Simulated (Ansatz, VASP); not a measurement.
# One calculation of MgS, two programs

```xyz
2
Lattice="0.0000 3.1164 2.8331 3.1164 0.0000 2.8331 3.1164 3.1164 0.0000" Properties=species:S:1:pos:R:3 pbc="T T T"
Mg    0.0000    0.0000    0.0000
S     4.6746    4.6746    4.2497
```

Change from the starting cell: strain +0.1000 x Voigt [1, 1, 0, 0, 0, 0], atoms carried along.

Alike in both runs: task single point; functional PBEsol; k mesh 8 × 8 × 8; occupations gaussian, width 0.05 eV; no spin polarisation.

|  | VASP | Ansatz |
| --- | --- | --- |
| version | VASP 6.6.1 | Ansatz 0.2.0 |
| potentials or method | VASP PAW PBE potentials, release 64 (Mg, S), cutoff 520 eV | scalar-relativistic, plane waves, PAW |
| valence electrons in the cell | 8 | 16 |

```tsv
	VASP	Ansatz	Ansatz less VASP
gap on the k mesh at the Fermi level (eV)	2.27	2.27	+0.002
least direct gap on the mesh (eV)	2.27	2.27	+0.002
pressure (GPa)	-7.9	-7.8	+0.11
traceless stress, the component that is largest in VASP (GPa)	1.48	1.47	-0.012
```

VASP's potentials were made for PBE, not for PBEsol. With one functional, cell and mesh, what is left measures potentials, basis and numerics. VASP's potentials hold 8 valence electrons a cell and Ansatz's 16, so a difference there can come from the potentials and not from the codes.
